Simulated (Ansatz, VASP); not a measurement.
## VO2: VASP beside Ansatz

Contents of INCAR:

```
SYSTEM = VO2
PREC     = Accurate       ! precision mode
ENCUT    = 600            ! plane-wave cutoff, eV
EDIFF    = 1E-6           ! SCF threshold, eV
ISMEAR   = -1             ! smearing method
SIGMA    = 0.05           ! smearing width, eV
LREAL    = .False.        ! projectors in reciprocal space
LASPH    = .True.         ! aspherical terms in the spheres
NELM     = 200            ! most SCF steps
ALGO     = Normal         ! electronic algorithm
ISIF     = 2              ! what is computed and relaxed
LWAVE    = .False.        ! write WAVECAR
LCHARG   = .True.         ! write CHGCAR
ISPIN    = 2              ! spin polarisation
MAGMOM   = 2 2 0 0 0 0    ! initial moments
LORBIT   = 11             ! projections on sites
LMAXMIX  = 4              ! l up to which the mixer works
GGA      = PS             ! functional
IVDW     = 12             ! dispersion correction
LELF     = .True.         ! ELF
LVHAR    = .True.       
NBANDS   = 38             ! bands
GGA_COMPAT= .False.
```

The input KPOINTS:

```
Automatic mesh
0
Gamma
  6 6 9
  0 0 0
```

The input POSCAR:

```
VO2
1.0
    4.5370519355      0.0000000000      0.0000000000
    0.0000000000      4.5370519355      0.0000000000
    0.0000000000      0.0000000000      3.0646125081
V O
2 4
Direct
    0.5000000000      0.5000000000      0.5000000000
    0.0000000000      0.0000000000      0.0000000000
    0.2003580000      0.7996420000      0.5000000000
    0.7996420000      0.2003580000      0.5000000000
    0.7003580000      0.7003580000      0.0000000000
    0.2996420000      0.2996420000      0.0000000000
```

File input.yaml:

```yaml
crystal:
  lattice:
    - [4.5370519355, 0.0, 0.0]
    - [0.0, 4.5370519355, 0.0]
    - [0.0, 0.0, 3.0646125081]
  atoms:
    - { symbol: V, position: [0.5, 0.5, 0.5], spin: 2.0 }
    - { symbol: V, position: [0.0, 0.0, 0.0], spin: 2.0 }
    - { symbol: O, position: [0.200358, 0.799642, 0.5] }
    - { symbol: O, position: [0.799642, 0.200358, 0.5] }
    - { symbol: O, position: [0.700358, 0.700358, 0.0] }
    - { symbol: O, position: [0.299642, 0.299642, 0.0] }
hamiltonian:
  xc: pbesol
  pseudopotentials: { kind: paw }
  dispersion: d3bj
magnetization:
  spin_polarized: true
kpoints:
  mp_grid: { grid: [6, 6, 9] }
scf:
  occupations: { method: fermi_dirac, width: 0.05 }
output:
  forces: true
  stress: true
  eigenvalues: true
```

Alike in both runs: task single point; functional PBEsol; dispersion D3(BJ); k mesh 6 × 6 × 9; occupations fermi-dirac, width 0.05 eV; collinear spin.

```csv
,VASP,Ansatz
version,VASP 6.6.1,Ansatz 0.2.0
potentials or method,"VASP PAW PBE potentials, release 64 (V_sv, O)",Ansatz PAW
plane-wave cutoff (eV),600,420
valence electrons in the cell,50,50
```

Ansatz gave:

```
gap on the k mesh at the Fermi level (eV)                     : none
pressure (GPa)                                                : -22.9
traceless stress, the component that is largest in VASP (GPa) : -12.55
rms of the force components (eV/Å)                            : 0.136
net moment per atom (μB)                                      : 0.33
size of the moment on the site where the two differ most (μB) : 0.86
```

**Question.** Estimate VASP's values.

**Answer.** gap on the k mesh at the Fermi level (eV): none; pressure (GPa): -22.6; traceless stress, the component that is largest in VASP (GPa): -12.41; rms of the force components (eV/Å): 0.137; net moment per atom (μB): 0.33; size of the moment on the site where the two differ most (μB): 1.08.

VASP's potentials were made for PBE, not for PBEsol. Site moments also hang on the region over which each program counts them. Atom by atom the forces differ by 0.001 eV/Å (rms over components). A gap of «none» marks a metal or a gap that the smearing closes.
